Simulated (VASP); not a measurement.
Crystal: Ag.

```
Ag
1.0
     2.88620    0.00000    0.00000
    -1.44310    2.49952    0.00000
     0.00000    0.00000   10.00000
Ag
4
Direct
  0.00000 0.00000 0.50000
  0.00000 0.00000 0.00000
  0.66667 0.33333 0.75000
  0.33333 0.66667 0.25000
```

This isn't the form of Ag at room conditions, which is fcc.

| Quantity | Value |
| --- | --- |
| Program | VASP 6.6.1 |
| Task | relaxation of cell and atoms |
| Functional | PBEsol |
| Potentials or basis | VASP PAW PBE potentials, release 64 (Ag) |
| Cutoff | 600 eV |
| k mesh | 11 × 11 × 3 |
| Occupations | fermi-dirac, width 0.05 eV |
| Spin | no spin polarisation |

At the start: pressure -7.3 GPa; volume 18.04 Å³/atom.

Question: Where does the relaxation end?

Answer: Over 9 steps the energy falls by 41.0 meV/atom and the volume is 16.63 Å³/atom (-7.8 %); space group P6_3/mmc (No. 194, to 0.1 Å) before and after.

The path:
```csv
step,energy change (eV),largest force (eV/Å),pressure (GPa),volume (Å³)
1,0.0000,0.0000,-7.28,72.14
2,-0.1083,0.0000,5.57,63.91
3,-0.1478,0.0000,0.36,66.48
4,-0.1614,0.0000,0.20,66.45
5,-0.1640,0.0000,0.20,66.41
6,-0.1640,0.0000,0.20,66.41
7,-0.1640,0.0000,0.20,66.42
8,-0.1640,0.0000,-0.17,66.63
9,-0.1640,0.0000,0.01,66.53
```

Final structure:
```
CELL_PARAMETERS angstrom
2.85050 0.00000 0.00000
-1.42525 2.46860 0.00000
0.00000 0.00000 9.45424
ATOMIC_POSITIONS crystal
Ag 0.00000 0.00000 0.50000
Ag 0.00000 0.00000 0.00000
Ag 0.66667 0.33333 0.75000
Ag 0.33333 0.66667 0.25000
```

Caveat: the PAW data sets were made with another functional, which shifts forces and pressure a little.
